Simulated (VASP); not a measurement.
# Rb (Im-3m) in VASP: single point with LDA

Aim: the single point of Rb with LDA.

All numbers are computed with VASP 6.6.1; they aren't measurements. Logs are shortened: lines on timing, memory, paths and dates and some standing lists are left out, and cuts for length are marked.

## Step 1: The cell of the first run

It takes space group Im-3m (No. 229, cubic). The conventional cell has a = 5.383 Å, b = 5.383 Å, c = 5.383 Å, α = 90.00°, β = 90.00°, γ = 90.00°.

## Step 2: Single point, LDA

Contents of INCAR:

```
ALGO = Normal
EDIFF = 1E-6
ENCUT = 520
GGA = CA
ISIF = 2
ISMEAR = 1
LASPH = T
LCHARG = F
LREAL = F
LWAVE = F
NBANDS = 10
NELM = 100
PREC = Accurate
SIGMA = 0.1
```

Contents of KPOINTS:

```
k-points
0
Gamma
  21 21 21
```

Contents of POSCAR:

```
Rb
1.0
   -2.6913283770      2.6913283770      2.6913283770
    2.6913283770     -2.6913283770      2.6913283770
    2.6913283770      2.6913283770     -2.6913283770
Rb
1
Direct
    0.0000000000      0.0000000000      0.0000000000
```

Potentials or basis: VASP PAW LDA potentials, release 64 (Rb_sv).

The run is started by

```console
> cat potpaw_LDA.64/Rb_sv/POTCAR > POTCAR
> mpirun -np 1 vasp_std > vasp.out
```

OUTCAR:

```text
EDIFF = 1E-6
   ENCUT = 520
   GGA = CA
   ISIF = 2
   ISMEAR = 1
   LASPH = T
   LREAL = F
   NELM = 100
   PREC = Accurate

 ion  position               nearest neighbor table
   1  0.000  0.000  0.000-

  LATTYP: Found a body centered cubic cell.
 ALAT       =     5.3826567540

  Lattice vectors:

 A1 = (  -2.6913283770,   2.6913283770,   2.6913283770)
 A2 = (   2.6913283770,  -2.6913283770,   2.6913283770)
 A3 = (   2.6913283770,   2.6913283770,  -2.6913283770)

Analysis of symmetry for initial positions (statically):
=====================================================================
 Subroutine PRICEL returns:
 Original cell was already a primitive cell.

 Routine SETGRP: Setting up the symmetry group for a
 body centered cubic supercell.

 Subroutine GETGRP returns: Found 48 space group operations
 (whereof 48 operations were pure point group operations)
 out of a pool of 48 trial point group operations.

The static configuration has the point symmetry O_h .

Analysis of symmetry for dynamics (positions and initial velocities):
=====================================================================
 Subroutine PRICEL returns:
 Original cell was already a primitive cell.

 Routine SETGRP: Setting up the symmetry group for a
 body centered cubic supercell.

 Subroutine GETGRP returns: Found 48 space group operations
 (whereof 48 operations were pure point group operations)
 out of a pool of 48 trial point group operations.

The dynamic configuration has the point symmetry O_h .

 Subroutine INISYM returns: Found 48 space group operations
 (whereof 48 operations are pure point group operations),
 and found     1 'primitive' translations

----------------------------------------------------------------------------------------

                                     Primitive cell

  volume of cell :      77.9758

  direct lattice vectors                    reciprocal lattice vectors
    -2.691328377  2.691328377  2.691328377     0.000000000  0.185781863  0.185781863
     2.691328377 -2.691328377  2.691328377     0.185781863  0.000000000  0.185781863
     2.691328377  2.691328377 -2.691328377     0.185781863  0.185781863  0.000000000

  length of vectors
     4.661517489  4.661517489  4.661517489     0.262735230  0.262735230  0.262735230

  position of ions in fractional coordinates (direct lattice)
     0.000000000  0.000000000  0.000000000

  ion indices of the primitive-cell ions
   primitive index   ion index
                 1           1

----------------------------------------------------------------------------------------

 KPOINTS: k-points

Automatic generation of k-mesh.
 Grid dimensions read from file:
 generate k-points for:   21   21   21

 Generating k-lattice:

  Cartesian coordinates                     Fractional coordinates (reciprocal lattice)
     0.000000000  0.008846755  0.008846755     0.047619048  0.000000000  0.000000000
     0.008846755  0.000000000  0.008846755     0.000000000  0.047619048  0.000000000
     0.008846755  0.008846755  0.000000000     0.000000000  0.000000000  0.047619048

  Length of vectors
     0.012511201  0.012511201  0.012511201

  Shift w.r.t. Gamma in fractional coordinates (k-lattice)
     0.000000000  0.000000000  0.000000000

 Subroutine IBZKPT returns following result:
 ===========================================

 Found    286 irreducible k-points:

 Following reciprocal coordinates:
            Coordinates               Weight
  0.000000  0.000000  0.000000      1.000000
  0.047619  0.000000  0.000000     12.000000
  0.095238  0.000000  0.000000     12.000000
  0.142857  0.000000  0.000000     12.000000
  0.190476  0.000000  0.000000     12.000000
  0.238095  0.000000  0.000000     12.000000
[... 16 lines left out ...]
  0.142857  0.095238  0.000000     48.000000
  0.190476  0.095238 -0.000000     48.000000
 [... further k-points ...]
   k-points           NKPTS =    286   k-points in BZ     NKDIM =    286   number of bands    NBANDS=     10
   number of dos      NEDOS =    301   number of ions     NIONS =      1
   total plane-waves  NPLWV =  46656
   dimension x,y,z NGX =    36 NGY =   36 NGZ =   36
   dimension x,y,z NGXF=    72 NGYF=   72 NGZF=   72
   ions per type =               1
   NGX,Y,Z   is equivalent  to a cutoff of  12.84, 12.84, 12.84 a.u.
   NGXF,Y,Z  is equivalent  to a cutoff of  25.68, 25.68, 25.68 a.u.
 SYSTEM =  unknown system
   PREC   = accura    normal or accurate (medium, high low for compatibility)
   ISTART =      0    job   : 0-new  1-cont  2-samecut
   ICHARG =      2    charge: 1-file 2-atom 10-const
   ISPIN  =      1    spin polarized calculation?
   LNONCOLLINEAR =      F non collinear calculations
   LSORBIT =      F    spin-orbit coupling
   LASPH  =      T    aspherical Exc in radial PAW
   ENCUT  =  520.0 eV  38.22 Ry    6.18 a.u.   8.67  8.67  8.67*2*pi/ulx,y,z
   NELM   =    100;   NELMIN=  2; NELMDL= -5     # of ELM steps
   EDIFF  = 0.1E-05   stopping-criterion for ELM
   LREAL  =      F    real-space projection
   EDIFFG = 0.1E-04   stopping-criterion for IOM
   NSW    =      0    number of steps for IOM
   IBRION =     -1    ionic relax: 0-MD 1-quasi-New 2-CG
   NFREE  =      0    steps in history (QN), initial steepest desc. (CG)
   ISIF   =      2    stress and relaxation
   ISYM   =      2    0-nonsym 1-usesym 2-fastsym
   POTIM  = 0.5000    time-step for ionic-motion
   TEBEG  =    0.0;   TEEND  =   0.0 temperature during run
   PSTRESS=    0.0 pullay stress
   NELECT =       9.0000    total number of electrons
   NUPDOWN=      -1.0000    fix difference up-down
   EMIN   =  10.00;   EMAX   =-10.00  energy-range for DOS
   EFERMI =   0.00;   METHOD = LEGACY
   ISMEAR =     1;   SIGMA  =   0.10  broadening in eV -4-tet -1-fermi 0-gaus
   EFERMI_NEDOS =   21; number of points for ismear=-14 and -15
   IALGO  =     38    algorithm
   IMIX   =      4    mixing-type and parameters
     AMIX     =   0.40;   BMIX     =  1.00
     AMIX_MAG =   1.60;   BMIX_MAG =  1.00
  volume/ion in A,a.u.               =      77.98       526.21
  Fermi-wavevector in a.u.,A,eV,Ry     =   0.797081  1.506264  8.644294  0.635338
  Thomas-Fermi vector in A             =   1.903729
   LORBIT       =      0    0 simple, 1 ext, 2 COOP (PROOUT), +10 PAW based schemes
   GGA     = CA    functional components
   LHFCALC =     F    Hartree Fock is set to
   AEXX    =    0.0000 exact exchange contribution
   IVDW    =     0    specifies the selected vdW correction
   LEPSILON=     F    determine dielectric tensor
   LRPA    =     F    only Hartree local field effects (RPA)
 non-spin polarized calculation
 Methfessel and Paxton  Order N= 1 SIGMA  =   0.10
  energy-cutoff  :      520.00
  volume of cell :       77.98
 maximum number of plane-waves:      2123
   NGX = 17   NGY = 17   NGZ = 17

 number of electron       9.0000000 magnetization

 Free energy of the ion-electron system (eV)
  ---------------------------------------------------
  ext. energy  EPLUGINS =         0.00000000
  ---------------------------------------------------
  free energy    TOTEN  =        -1.05982773 eV

  energy without entropy =       -1.05973470  energy(sigma->0) =       -1.05979672

 E-fermi :   0.1640     XC(G=0):  -6.0863

 val. band max:        0.1614930807   @ k =   0.2381   0.1905   0.0952
 cond. band min:       0.1705484907   @ k =  -0.3810   0.4286   0.1429
 fundamental gap:      0.0090554100
 Fermi energy:         0.1639926659

 k-point     1 :       0.0000    0.0000    0.0000
  band No.  band energies     occupation
      1     -28.5712      2.00000
      2     -12.6505      2.00000
      3     -12.6505      2.00000
      4     -12.6505      2.00000
      5      -2.0475      2.00000
      6       3.8631      0.00000
      7       3.8631      0.00000
      8       3.8631      0.00000
      9       4.9572      0.00000
     10       4.9572      0.00000

 k-point     2 :       0.0476    0.0000    0.0000
  band No.  band energies     occupation
      1     -28.5710      2.00000
      2     -12.6544      2.00000
      3     -12.6517      2.00000
      4     -12.6505      2.00000
      5      -2.0161      2.00000
      6       3.8213      0.00000
      7       3.8288      0.00000
      8       3.8932      0.00000
      9       4.8765      0.00000
     10       4.9466      0.00000

 k-point     3 :       0.0952    0.0000    0.0000
  band No.  band energies     occupation
      1     -28.5704      2.00000
      2     -12.6656      2.00000
      3     -12.6553      2.00000
      4     -12.6506      2.00000
      5      -1.9227      2.00000
      6       3.7012      0.00000
      7       3.7076      0.00000
      8       3.9829      0.00000
      9       4.7322      0.00000
     10       4.9209      0.00000

 k-point     4 :       0.1429    0.0000    0.0000
  band No.  band energies     occupation
      1     -28.5695      2.00000
      2     -12.6831      2.00000
      3     -12.6609      2.00000
      4     -12.6506      2.00000
      5      -1.7700      2.00000
      6       3.4528      0.00000
      7       3.5491      0.00000
      8       4.1314      0.00000
      9       4.6595      0.00000
     10       4.8943      0.00000
[... 222 lines left out ...]
 k-point    22 :       0.0952    0.0952    0.0000
  band No.  band energies     occupation
      1     -28.5689      2.00000
      2     -12.6928      2.00000
      3     -12.6606      2.00000
      4     -12.6542      2.00000
      5      -1.6797      2.00000
      6       3.3520      0.00000
      7       3.4325      0.00000
      8       4.2150      0.00000
      9       4.5279      0.00000
     10       5.0279      0.00000

 k-point    23 :       0.1429    0.0952    0.0000
  band No.  band energies     occupation
      1     -28.5678      2.00000
      2     -12.7128      2.00000
      3     -12.6672      2.00000
      4     -12.6553      2.00000
      5      -1.4741      2.00000
      6       3.0615      0.00000
      7       3.2494      0.00000
      8       4.4074      0.00000
      9       4.5054      0.00000
     10       5.1070      0.00000

 k-point    24 :       0.1905    0.0952   -0.0000
  band No.  band energies     occupation
      1     -28.5666      2.00000
      2     -12.7348      2.00000
      3     -12.6757      2.00000
      4     -12.6558      2.00000
      5      -1.2193      2.00000
      6       2.7308      0.00000
      7       3.0778      0.00000
      8       4.5354      0.00000
      9       4.6446      0.00000
     10       5.1843      0.00000

 [... further k-points ...]

------------------------ aborting loop because EDIFF is reached ----------------------------------------

  FORCE on cell =-STRESS in cart. coord.  units (eV):
  Direction    XX          YY          ZZ          XY          YZ          ZX
  --------------------------------------------------------------------------------------
  -------------------------------------------------------------------------------------
  Total       -0.0103664     -0.0103664     -0.0103664     -0.0000000     -0.0000000      0.0000000
  in kB       -0.2129986     -0.2129986     -0.2129986     -0.0000000     -0.0000000      0.0000000
  external PRESSURE =      -0.2129986 kB  Pullay stress =       0.0000000 kB

 VOLUME and BASIS-vectors are now :
 -----------------------------------------------------------------------------
  energy-cutoff  :      520.00
  volume of cell :       77.98
      direct lattice vectors                 reciprocal lattice vectors
    -2.691328377  2.691328377  2.691328377     0.000000000  0.185781863  0.185781863
     2.691328377 -2.691328377  2.691328377     0.185781863  0.000000000  0.185781863
     2.691328377  2.691328377 -2.691328377     0.185781863  0.185781863  0.000000000

 POSITION                                       TOTAL-FORCE (eV/Angst)
 -----------------------------------------------------------------------------------
      0.00000      0.00000      0.00000         0.000000      0.000000      0.000000
 -----------------------------------------------------------------------------------
    total drift:                               -0.000000      0.000000      0.000000

  FREE ENERGIE OF THE ION-ELECTRON SYSTEM (eV)
  ---------------------------------------------------
  free  energy   TOTEN  =        -1.0598277341 eV

  energy  without entropy=       -1.0597347022  energy(sigma->0) =       -1.05979672
```

Run time: 98 s. Hardware: 1 thread of Intel Xeon Platinum 8375C at 2.90GHz (Ice Lake), shared host; peak memory 0.32 GiB.

Results:

| Property | Result |
| --- | --- |
| Free energy | -1.0598 eV |
| Pressure | 0.0 GPa |
